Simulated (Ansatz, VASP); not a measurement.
# Eu in VASP and in Ansatz

```
Eu
1.0
     0.00000    2.58841    2.58841
     2.58841    0.00000    2.58841
     2.58841    2.58841    0.00000
Eu
1
Cartesian
  0.0000 0.0000 0.0000
```

Alike in both runs: functional LDA; k mesh 13 × 13 × 13; occupations fermi-dirac, width 0.1 eV; collinear spin.

Ansatz relaxed the structure, and its values are those at the end. VASP's run is a single point on that final structure, the one shown.

|  | VASP | Ansatz |
| --- | --- | --- |
| version | VASP 6.6.1 | Ansatz 0.2.0 |
| potentials or method | VASP PAW PBE potentials, release 64 (Eu) | PAW with Ansatz's default frozen-core files, scalar-relativistic |
| plane-wave cutoff (eV) | 520 | 420 |
| valence electrons in the cell | 17 | 17 |

Ansatz gave:

| Property | Result |
| --- | --- |
| pressure (GPa) | 0.0 |
| net moment per atom (μB) | 7.37 |
| size of the moment on the site where the two differ most (μB) | 7.07 |

Estimate VASP's values.

pressure (GPa): -0.3; net moment per atom (μB): 7.31; size of the moment on the site where the two differ most (μB): 6.69.

VASP's potentials were made for PBE, not for LDA. LDA's correlation is that of Perdew and Zunger in VASP and of Perdew and Wang (1992) in Ansatz. Site moments also hang on the region over which each program counts them.

Spin-orbit coupling is off throughout.
